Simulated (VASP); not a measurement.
The system is P.

```
P
1.0
     2.78186    0.00000    0.00000
    -1.39093    2.40916    0.00000
     0.00000    0.00000    4.54277
P
2
Direct
  0.33333 0.66667 0.25000
  0.66667 0.33333 0.75000
```

| Property | Result |
| --- | --- |
| Program | VASP 6.6.1 |
| Task | relaxation of cell and atoms |
| Functional | r2SCAN |
| Potentials or basis | VASP PAW PBE potentials, release 64 (P) |
| Cutoff | 600 eV |
| k mesh | 13 × 13 × 7 |
| Occupations | fermi-dirac, width 0.1 eV |
| Spin | no spin polarisation |

At the start: pressure -3.7 GPa; volume 15.22 Å³/atom.

Question: Where does the relaxation end?

Answer: Over 25 steps the energy falls by 554.9 meV/atom and the volume is 14.97 Å³/atom (-1.6 %); space group P6_3/mmc (No. 194, to 0.05 Å).

The path:
```
step  energy change (eV)  largest force (eV/Å)  pressure (GPa)  volume (Å³)
   1              0.0000                0.0000           -3.66        30.45
   2             -0.0200                0.0000            0.73        28.94
   3             -0.0200                0.0000            0.57        28.99
   4             -0.0259                0.0000            0.51        29.00
   5             -0.0544                0.0000            0.54        29.01
   6             -0.1652                0.0000            0.23        28.90
   7             -0.7761                0.0000            4.82        28.16
   8              0.6761                0.0000           38.02        24.26
   9             -0.9678                0.0000           12.96        26.95
  10             -1.0278                0.0000            8.71        27.47
  11             -1.0332                0.0000           10.14        27.27
  12             -1.0342                0.0000           10.09        27.29
  13             -1.0351                0.0000           10.00        27.33
  14             -1.0366                0.0000            9.88        27.35
  15             -1.0409                0.0000            9.53        27.42
  16             -1.0492                0.0000            8.85        27.56
  17             -1.0640                0.0000            7.53        27.85
  18             -1.0870                0.0000            5.10        28.43
  19             -1.1086                0.0000            0.90        29.61
  20             -1.1093                0.0000            0.10        29.86
  21             -1.1093                0.0000           -0.07        29.91
  22             -1.1095                0.0000           -0.07        29.92
  23             -1.1097                0.0000           -0.09        29.95
  24             -1.1097                0.0000           -0.09        29.96
  25             -1.1097                0.0000           -0.06        29.95
```

Final structure:
```
CELL_PARAMETERS angstrom
3.28282 0.00000 0.00000
-1.64141 2.84301 0.00000
0.00000 0.00000 3.20879
ATOMIC_POSITIONS crystal
P 0.33333 0.66667 0.25000
P 0.66667 0.33333 0.75000
```

Caveat: the PAW data sets were made with another functional, which shifts forces and pressure a little.
